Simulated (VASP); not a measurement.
Here is a VASP 6.6.1 calculation.

Contents of POSCAR:

```
NaF
1.0
    0.0000000000      2.6717950000      2.3233000000
    1.9748050000      0.0000000000      2.3233000000
    1.9748050000      2.6717950000      0.0000000000
Na F
1 1
Direct
    0.0000000000      0.0000000000      0.0000000000
    0.5000000000      0.5000000000      0.5000000000
```

File INCAR.step1:

```
SYSTEM = NaF
ALGO = Normal
EDIFF = 1E-4
ENCUT = 520
GGA = PE
ISMEAR = 0
LASPH = .True.
LCHARG = .False.
LREAL = .False.
LWAVE = .True.
NBANDS = 14
NELM = 80
PREC = Accurate
SIGMA = 0.05
```

Contents of INCAR.step2:

```
SYSTEM = NaF
ALGO = Normal
EDIFF = 1E-6
ENCUT = 520
ISIF = 2
ISMEAR = 0
ISTART = 1
LASPH = .True.
LCHARG = .False.
LMIXTAU = .True.
LREAL = .False.
LWAVE = .False.
METAGGA = R2SCAN
NBANDS = 14
NELM = 80
PREC = Accurate
SIGMA = 0.05
```

KPOINTS

```
k-points
0
Gamma
  8 8 8
  0 0 0
```

Potentials or basis: VASP PAW PBE potentials, release 64 (Na_pv, F).

Run with:

```sh
$ cat potpaw_PBE.64/Na_pv/POTCAR potpaw_PBE.64/F/POTCAR > POTCAR
$ cp INCAR.step1 INCAR
$ mpirun -np 1 vasp_std > vasp.out
$ cp INCAR.step2 INCAR
$ mpirun -np 1 vasp_std > vasp.out
```

**Question.** What does it give for the band gap on the k mesh?

**Answer.** 6.93 eV.

**Question.** Predict the pressure.

**Answer.** 9.5 GPa.

Stress tensor (GPa, compression positive):
```
34.94  0.00  0.00
 0.00 -5.82  0.00
 0.00  0.00 -0.57
```

Caveat: the cell differs from its parent crystal (strain -0.1500 x Voigt [1, -1, 0, 0, 0, 0]); the cell stands under pressure; the PAW data sets were made with another functional, which shifts forces and pressure a little.
